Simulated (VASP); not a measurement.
## BaF2: electric field gradients with LDA

The system is BaF2.

```
Ba F
1.0
     0.00000    3.08968    3.08968
     3.08968    0.00000    3.08968
     3.08968    3.08968    0.00000
Ba F
1 2
Direct
  0.00000 0.00000 0.00000
  0.25000 0.25000 0.25000
  0.75000 0.75000 0.75000
```

This cell differs from its parent crystal: volume scaled by 0.99.

```
Program                : VASP 6.6.1
Task                   : electric field gradients
Functional             : LDA
Potentials or basis    : VASP PAW LDA potentials, release 64 (Ba_sv, F)
Cutoff                 : 520 eV
k mesh                 : 8 × 8 × 8
Occupations            : fermi-dirac, width 0.01 eV
Spin                   : no spin polarisation
Dipole correction      : no
Further INCAR settings : ALGO = Normal; EDIFF = 1e-08; NBANDS = 19
```

```yaml
Pressure: -2.8 GPa
Band_gap_on_the_k_mesh: 6.43 eV, indirect (least direct gap 6.52 eV)
```

Levels at points of the mesh, in eV from the valence-band top:
| k point | band 9 | band 10 | band 11 | band 12 | band 13 | band 14 | band 15 | band 16 |
| --- | --- | --- | --- | --- | --- | --- | --- | --- |
| (0.00, 0.00, 0.00) | -1.59 | -0.09 | -0.09 | -0.09 | 6.43 | 9.10 | 9.10 | 11.40 |
| (0.50, 0.00, 0.00) | -0.72 | -0.36 | -0.17 | -0.17 | 9.00 | 9.09 | 9.09 | 9.41 |
| (0.50, 0.50, 0.00) | -0.39 | -0.33 | -0.33 | -0.15 | 7.01 | 8.93 | 10.70 | 12.02 |

Wall time 13 s on 1 thread of Intel(R) Xeon(R) Platinum 8488C (Sapphire Rapids), on a shared host, peak memory 0.17 GiB.

Caveat: without QUAD_EFG the Cq values of the log hold for a quadrupole moment of 1 mb, not for the nuclei; spin-orbit coupling is left out, which moves the levels of the heavy elements. A k mesh can miss the band edges.
